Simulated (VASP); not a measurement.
# SrO (Fm-3m) in VASP: settings compared

The runs below take SrO through single point, with r2SCAN+rVV10, PBE.

Everything below comes from runs of VASP 6.6.1. Logs are shortened: lines on timing, memory, paths and dates and some standing lists are left out, and cuts for length are marked.

### 1 The cell of the first run

Symmetry: Fm-3m, No. 225, cubic system. Conventional cell: a = 5.200 Å, b = 5.200 Å, c = 5.200 Å, α = 90.00°, β = 90.00°, γ = 90.00°. Sr (site symmetry m-3m) has 6 O at 2.60 Å within 3.4 Å. O (site symmetry m-3m) has 6 Sr at 2.60 Å within 3.4 Å.

### 2 Single point, r2SCAN+rVV10

The input, POSCAR:

```
SrO
1.0
    0.0000000000      2.6000709780      2.6000709780
    2.6000709780      0.0000000000      2.6000709780
    2.6000709780      2.6000709780      0.0000000000
Sr O
1 1
Direct
    0.5000000000      0.5000000000      0.5000000000
    0.0000000000      0.0000000000      0.0000000000
```

The input, INCAR.step1:

```
SYSTEM = SrO
  PREC = Accurate
  ENCUT = 520
  ISMEAR = -1
  SIGMA = 0.05
  LREAL = .FALSE.
  LASPH = .TRUE.
  NELM = 60
  NBANDS = 15
  GGA = PE
  ALGO = Normal
  EDIFF = 1E-4
  LWAVE = .TRUE.
  LCHARG = .FALSE.
```

The input, INCAR.step2:

```
SYSTEM = SrO
  PREC = Accurate
  ENCUT = 520
  EDIFF = 1E-7
  ISMEAR = -1
  SIGMA = 0.05
  LREAL = .FALSE.
  LASPH = .TRUE.
  NELM = 60
  ALGO = Normal
  ISIF = 2
  LWAVE = .FALSE.
  LCHARG = .FALSE.
  METAGGA = R2SCAN
  LMIXTAU = .TRUE.
  LUSE_VDW = .TRUE.
  IVDW_NL = 2
  BPARAM = 11.95
  CPARAM = 0.0093
  NBANDS = 15
  ISTART = 1
```

The input, KPOINTS:

```
Automatic mesh
0
G
  9 9 9
  0 0 0
```

Potentials or basis: VASP PAW PBE potentials, release 64 (Sr_sv, O).

On the command line:

```
$ cat potpaw_PBE.64/Sr_sv/POTCAR potpaw_PBE.64/O/POTCAR > POTCAR
$ cp INCAR.step1 INCAR
$ mpirun -np 1 vasp_std > vasp.out
$ cp INCAR.step2 INCAR
$ mpirun -np 1 vasp_std > vasp.out
```

OUTCAR:

```text
SYSTEM = SrO
   PREC = Accurate
   ENCUT = 520
   EDIFF = 1E-7
   ISMEAR = -1
   LREAL = .FALSE.
   LASPH = .TRUE.
   NELM = 60
   ISIF = 2
   METAGGA = R2SCAN
   IVDW_NL = 2
   BPARAM = 11.95
   ISTART = 1

 ion  position               nearest neighbor table
   1  0.500  0.500  0.500-   2 2.60   2 2.60   2 2.60   2 2.60   2 2.60   2 2.60
   2  0.000  0.000  0.000-   1 2.60   1 2.60   1 2.60   1 2.60   1 2.60   1 2.60

  LATTYP: Found a face centered cubic cell.
 ALAT       =     5.2001419560

  Lattice vectors:

 A1 = (   0.0000000000,   2.6000709780,   2.6000709780)
 A2 = (   2.6000709780,   0.0000000000,   2.6000709780)
 A3 = (   2.6000709780,   2.6000709780,   0.0000000000)

Analysis of symmetry for initial positions (statically):
=====================================================================
 Subroutine PRICEL returns:
 Original cell was already a primitive cell.

 Routine SETGRP: Setting up the symmetry group for a
 face centered cubic supercell.

 Subroutine GETGRP returns: Found 48 space group operations
[... 9 lines left out ...]

 Routine SETGRP: Setting up the symmetry group for a
 face centered cubic supercell.

 Subroutine GETGRP returns: Found 48 space group operations
[... 11 lines left out ...]
                                     Primitive cell

  volume of cell :      35.1549

  direct lattice vectors                    reciprocal lattice vectors
     0.000000000  2.600070978  2.600070978    -0.192302443  0.192302443  0.192302443
     2.600070978  0.000000000  2.600070978     0.192302443 -0.192302443  0.192302443
     2.600070978  2.600070978  0.000000000     0.192302443  0.192302443 -0.192302443

  length of vectors
     3.677055640  3.677055640  3.677055640     0.333077601  0.333077601  0.333077601

  position of ions in fractional coordinates (direct lattice)
     0.500000000  0.500000000  0.500000000
     0.000000000  0.000000000  0.000000000

  ion indices of the primitive-cell ions
   primitive index   ion index
                 1           1
                 2           2

----------------------------------------------------------------------------------------

 KPOINTS: Automatic mesh

Automatic generation of k-mesh.
 Grid dimensions read from file:
 generate k-points for:    9    9    9

 Generating k-lattice:

  Cartesian coordinates                     Fractional coordinates (reciprocal lattice)
    -0.021366938  0.021366938  0.021366938     0.111111111  0.000000000  0.000000000
     0.021366938 -0.021366938  0.021366938     0.000000000  0.111111111  0.000000000
     0.021366938  0.021366938 -0.021366938     0.000000000  0.000000000  0.111111111

  Length of vectors
     0.037008622  0.037008622  0.037008622

  Shift w.r.t. Gamma in fractional coordinates (k-lattice)
     0.000000000  0.000000000  0.000000000

 Subroutine IBZKPT returns following result:
 ===========================================

 Found     35 irreducible k-points:

 Following reciprocal coordinates:
            Coordinates               Weight
  0.000000  0.000000  0.000000      1.000000
  0.111111  0.000000  0.000000      8.000000
  0.222222  0.000000  0.000000      8.000000
  0.333333  0.000000  0.000000      8.000000
  0.444444  0.000000  0.000000      8.000000
  0.111111  0.111111  0.000000      6.000000
[... 16 lines left out ...]
 -0.333333  0.333333  0.000000     12.000000
  0.444444  0.444444  0.000000      6.000000
 [... further k-points ...]
   k-points           NKPTS =     35   k-points in BZ     NKDIM =     35   number of bands    NBANDS=     15
   number of dos      NEDOS =    301   number of ions     NIONS =      2
   total plane-waves  NPLWV =  21952
   dimension x,y,z NGX =    28 NGY =   28 NGZ =   28
   dimension x,y,z NGXF=    56 NGYF=   56 NGZF=   56
   ions per type =               1   1
   NGX,Y,Z   is equivalent  to a cutoff of  12.66, 12.66, 12.66 a.u.
   NGXF,Y,Z  is equivalent  to a cutoff of  25.32, 25.32, 25.32 a.u.
 SYSTEM =  SrO
   PREC   = accura    normal or accurate (medium, high low for compatibility)
   ISTART =      1    job   : 0-new  1-cont  2-samecut
   ICHARG =      0    charge: 1-file 2-atom 10-const
   ISPIN  =      1    spin polarized calculation?
   LNONCOLLINEAR =      F non collinear calculations
   LSORBIT =      F    spin-orbit coupling
   LASPH  =      T    aspherical Exc in radial PAW
   ENCUT  =  520.0 eV  38.22 Ry    6.18 a.u.   6.84  6.84  6.84*2*pi/ulx,y,z
   NELM   =     60;   NELMIN=  2; NELMDL=  0     # of ELM steps
   EDIFF  = 0.1E-06   stopping-criterion for ELM
   LREAL  =      F    real-space projection
   EDIFFG = 0.1E-05   stopping-criterion for IOM
   NSW    =      0    number of steps for IOM
   IBRION =     -1    ionic relax: 0-MD 1-quasi-New 2-CG
   NFREE  =      0    steps in history (QN), initial steepest desc. (CG)
   ISIF   =      2    stress and relaxation
   ISYM   =      2    0-nonsym 1-usesym 2-fastsym
   POTIM  = 0.5000    time-step for ionic-motion
   TEBEG  =    0.0;   TEEND  =   0.0 temperature during run
   PSTRESS=    0.0 pullay stress
   NELECT =      16.0000    total number of electrons
   NUPDOWN=      -1.0000    fix difference up-down
   EMIN   =  10.00;   EMAX   =-10.00  energy-range for DOS
   EFERMI =   0.00;   METHOD = LEGACY
   ISMEAR =    -1;   SIGMA  =   0.05  broadening in eV -4-tet -1-fermi 0-gaus
   EFERMI_NEDOS =   21; number of points for ismear=-14 and -15
   IALGO  =     38    algorithm
   IMIX   =      4    mixing-type and parameters
     AMIX     =   0.40;   BMIX     =  1.00
     AMIX_MAG =   1.60;   BMIX_MAG =  1.00
  volume/ion in A,a.u.               =      17.58       118.62
  Fermi-wavevector in a.u.,A,eV,Ry     =   1.259272  2.379679 21.575663  1.585767
  Thomas-Fermi vector in A             =   2.392840
   LORBIT       =      0    0 simple, 1 ext, 2 COOP (PROOUT), +10 PAW based schemes
   METAGGA = R2SCAN    functional components
   LHFCALC =     F    Hartree Fock is set to
   AEXX    =    0.0000 exact exchange contribution
   IVDW_NL    =     2    kernel type
   BPARAM     =11.9500
   IVDW    =     0    specifies the selected vdW correction
   LEPSILON=     F    determine dielectric tensor
   LRPA    =     F    only Hartree local field effects (RPA)
 non-spin polarized calculation
  energy-cutoff  :      520.00
  volume of cell :       35.15
 maximum number of plane-waves:       958
   NGX = 13   NGY = 13   NGZ = 13

 number of electron      16.0000000 magnetization

 Free energy of the ion-electron system (eV)
  ---------------------------------------------------
  ext. energy  EPLUGINS =         0.00000000
  ---------------------------------------------------
  free energy    TOTEN  =       -26.65077212 eV

  energy without entropy =      -26.65077212  energy(sigma->0) =      -26.65077212

 E-fermi :   2.3271     XC(G=0): -10.4716

 val. band max:        1.1641964276   @ k =   0.0000   0.0000   0.0000
 cond. band min:       4.9347752147   @ k =   0.4444   0.4444   0.0000
 fundamental gap:      3.7705787871
 Fermi energy:         2.3271004459

 k-point     1 :       0.0000    0.0000    0.0000
  band No.  band energies     occupation
      1     -32.3892      2.00000
      2     -14.8218      2.00000
      3     -13.4476      2.00000
      4     -13.4476      2.00000
      5     -13.4476      2.00000
      6       1.1642      2.00000
      7       1.1642      2.00000
      8       1.1642      2.00000
      9       5.5060      0.00000
     10       7.8460      0.00000
     11       7.8460      0.00000
     12       7.8460      0.00000
     13      10.1134      0.00000
     14      10.1134      0.00000
     15      14.1839      0.00000

 k-point     2 :       0.1111    0.0000    0.0000
  band No.  band energies     occupation
      1     -32.3753      2.00000
      2     -15.0516      2.00000
      3     -13.4562      2.00000
      4     -13.4562      2.00000
      5     -13.2529      2.00000
      6       0.8202      2.00000
      7       1.0178      2.00000
      8       1.0178      2.00000
      9       6.0514      0.00000
     10       7.7039      0.00000
     11       8.0854      0.00000
     12       8.0854      0.00000
     13      10.4256      0.00000
     14      10.4256      0.00000
     15      14.9861      0.00000

 k-point     3 :       0.2222    0.0000    0.0000
  band No.  band energies     occupation
      1     -32.3398      2.00000
      2     -15.4847      2.00000
      3     -13.4777      2.00000
      4     -13.4777      2.00000
      5     -12.9091      2.00000
      6       0.1283      2.00000
      7       0.6774      2.00000
      8       0.6774      2.00000
      9       7.2932      0.00000
     10       7.6091      0.00000
     11       8.7511      0.00000
     12       8.7511      0.00000
     13      11.2382      0.00000
     14      11.2382      0.00000
     15      16.7603      0.00000

 k-point     4 :       0.3333    0.0000    0.0000
  band No.  band energies     occupation
      1     -32.2989      2.00000
      2     -15.8665      2.00000
      3     -13.5018      2.00000
      4     -13.5018      2.00000
      5     -12.6292      2.00000
      6      -0.5007      2.00000
      7       0.3316      2.00000
      8       0.3316      2.00000
      9       7.7504      0.00000
     10       8.7525      0.00000
     11       9.6478      0.00000
     12       9.6478      0.00000
     13      12.3046      0.00000
     14      12.3046      0.00000
     15      17.3820      0.00000
[... 307 lines left out ...]
 k-point    22 :      -0.4444    0.3333    0.0000
  band No.  band energies     occupation
      1     -32.2381      2.00000
      2     -15.4022      2.00000
      3     -14.0907      2.00000
      4     -13.6930      2.00000
      5     -13.2133      2.00000
      6       0.3167      2.00000
      7       0.5936      2.00000
      8       0.6740      2.00000
      9       6.1301      0.00000
     10       9.5569      0.00000
     11      10.3811      0.00000
     12      11.7544      0.00000
     13      12.5959      0.00000
     14      14.7470      0.00000
     15      14.9254      0.00000

 k-point    23 :      -0.3333    0.3333    0.0000
  band No.  band energies     occupation
      1     -32.2412      2.00000
      2     -15.6136      2.00000
      3     -14.0566      2.00000
      4     -13.6277      2.00000
      5     -12.9442      2.00000
      6      -0.1051      2.00000
      7       0.3984      2.00000
      8       0.6536      2.00000
      9       7.2459      0.00000
     10       8.7446      0.00000
     11      10.5657      0.00000
     12      11.1366      0.00000
     13      12.9704      0.00000
     14      14.5453      0.00000
     15      16.5759      0.00000

 k-point    24 :       0.4444    0.4444    0.0000
  band No.  band energies     occupation
      1     -32.2383      2.00000
      2     -14.9629      2.00000
      3     -14.0853      2.00000
      4     -13.7639      2.00000
      5     -13.7639      2.00000
      6       0.5777      2.00000
      7       1.0499      2.00000
      8       1.0499      2.00000
      9       4.9348      0.00000
     10       9.2849      0.00000
     11      11.8086      0.00000
     12      11.9102      0.00000
     13      12.4517      0.00000
     14      12.4517      0.00000
     15      15.8616      0.00000

 [... further k-points ...]
[... 5 lines left out ...]
  --------------------------------------------------------------------------------------
  -------------------------------------------------------------------------------------
  Total       -0.5525362     -0.5525362     -0.5525362     -0.0000000     -0.0000000      0.0000000
  in kB      -25.1817382    -25.1817382    -25.1817382     -0.0000000     -0.0000000      0.0000000
  external PRESSURE =     -25.1817382 kB  Pullay stress =       0.0000000 kB

 VOLUME and BASIS-vectors are now :
 -----------------------------------------------------------------------------
  energy-cutoff  :      520.00
  volume of cell :       35.15
      direct lattice vectors                 reciprocal lattice vectors
     0.000000000  2.600070978  2.600070978    -0.192302443  0.192302443  0.192302443
     2.600070978  0.000000000  2.600070978     0.192302443 -0.192302443  0.192302443
     2.600070978  2.600070978  0.000000000     0.192302443  0.192302443 -0.192302443

 POSITION                                       TOTAL-FORCE (eV/Angst)
 -----------------------------------------------------------------------------------
      2.60007      2.60007      2.60007        -0.000000      0.000000     -0.000000
      0.00000      0.00000      0.00000         0.000000     -0.000000      0.000000
 -----------------------------------------------------------------------------------
    total drift:                                0.000000      0.000000      0.000000

  FREE ENERGIE OF THE ION-ELECTRON SYSTEM (eV)
  ---------------------------------------------------
  free  energy   TOTEN  =       -26.6507721163 eV

  energy  without entropy=      -26.6507721163  energy(sigma->0) =      -26.65077212
```

Wall time 2.5 min (1 thread of Intel Xeon Platinum 8375C at 2.90GHz (Ice Lake), shared host); peak memory 0.26 GiB.

Results:

- Free energy: -26.6508 eV
- Pressure: -2.5 GPa
- Band gap on the k mesh: 3.77 eV, indirect (least direct gap 3.88 eV)

Levels at points of the mesh, in eV from the valence-band top:
```csv
k point,band 6,band 7,band 8,band 9,band 10,band 11
"(0.00, 0.00, 0.00)",0.00,0.00,0.00,4.34,6.68,6.68
```

Caveat: the PAW data sets were made with another functional, which shifts forces and pressure a little. A k mesh can miss the band edges.

### 3 Single point, r2SCAN+rVV10

This run uses another cell than the first one, of 17.92 Å³/atom, 1.019 times its volume.

The input, POSCAR:

```
SrO
1.0
    0.0000000000      2.6166323862      2.6166323862
    2.6166323862      0.0000000000      2.6166323862
    2.6166323862      2.6166323862      0.0000000000
Sr O
1 1
Direct
    0.5000000000      0.5000000000      0.5000000000
    0.0000000000      0.0000000000      0.0000000000
```

The input, INCAR.step1:

```
SYSTEM = SrO
PREC = Accurate
ENCUT = 520
ISMEAR = -1
SIGMA = 0.05
LREAL = .False.
LASPH = .True.
NELM = 80
NBANDS = 15
GGA = PE
ALGO = Normal
EDIFF = 1E-4
LWAVE = .True.
LCHARG = .False.
```

The input, INCAR.step2:

```
SYSTEM = SrO
PREC = Accurate
ENCUT = 520
EDIFF = 1E-6
ISMEAR = -1
SIGMA = 0.05
LREAL = .False.
LASPH = .True.
NELM = 80
ALGO = Normal
ISIF = 2
LWAVE = .False.
LCHARG = .True.
METAGGA = R2SCAN
LMIXTAU = .True.
LUSE_VDW = .True.
IVDW_NL = 2
BPARAM = 11.95
CPARAM = 0.0093
LELF = .True.
LVHAR = .True.
NBANDS = 15
ISTART = 1
```

The input, KPOINTS:

```
Automatic mesh
0
Gamma
  9 9 9
  0 0 0
```

Potentials or basis: VASP PAW PBE potentials, release 64 (Sr_sv, O).

On the command line:

```
$ cat potpaw_PBE.64/Sr_sv/POTCAR potpaw_PBE.64/O/POTCAR > POTCAR
$ cp INCAR.step1 INCAR
$ mpirun -np 1 vasp_std > vasp.out
$ cp INCAR.step2 INCAR
$ mpirun -np 1 vasp_std > vasp.out
```

Run time: 2.4 min. Hardware: 1 thread of Intel Xeon Platinum 8375C at 2.90GHz (Ice Lake), shared host; peak memory 0.27 GiB.

The run converged. Its results:

```yaml
Free_energy: -26.6374 eV
Pressure: -4.1 GPa
Band_gap_on_the_k_mesh: 3.78 eV, indirect (least direct gap 3.90 eV)
```

Levels at points of the mesh, in eV from the valence-band top:
```
           k point  band 5  band 6  band 7  band 8  band 9  band 10  band 11  band 12
(0.00, 0.00, 0.00)  -14.70    0.00    0.00    0.00    4.21     6.64     6.64     6.64
```

Caveat: the PAW data sets were made with another functional, which shifts forces and pressure a little. A k mesh can miss the band edges.

[end of part 1 of 2]
